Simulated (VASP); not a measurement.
Here is a VASP 6.6.1 calculation.

Contents of INCAR:

```
SYSTEM = NaCl
ALGO     = Normal         ! electronic algorithm
EDIFF    = 1E-6           ! SCF threshold, eV
ENCUT    = 520            ! plane-wave cutoff, eV
GGA      = PE             ! functional
ISIF     = 2              ! what is computed and relaxed
ISMEAR   = 0              ! smearing method
LASPH    = .True.         ! aspherical terms in the spheres
LCHARG   = .False.        ! write CHGCAR
LREAL    = .False.        ! projectors in reciprocal space
LWAVE    = .False.        ! write WAVECAR
NBANDS   = 14             ! bands
NELM     = 80             ! most SCF steps
PREC     = Accurate       ! precision mode
SIGMA    = 0.02           ! smearing width, eV
```

KPOINTS

```
k-points
0
Gamma
  12 12 12
  0 0 0
```

POSCAR

```
NaCl
1.0
    0.0000000000      2.8100000000      2.8100000000
    2.8100000000      0.0000000000      2.8100000000
    2.8100000000      2.8100000000      0.0000000000
Na Cl
1 1
Direct
    0.0000000000      0.0000000000      0.0000000000
    0.5000000000      0.5000000000      0.5000000000
```

Potentials or basis: VASP PAW PBE potentials, release 64 (Na_pv, Cl).

Run with:

```sh
$ cat potpaw_PBE.64/Na_pv/POTCAR potpaw_PBE.64/Cl/POTCAR > POTCAR
$ mpirun -np 1 vasp_std > vasp.out
```

(1) Predict the band gap on the k mesh.

(2) Estimate the pressure.

Answers

(1) 5.15 eV, direct.

(2) 1.0 GPa.
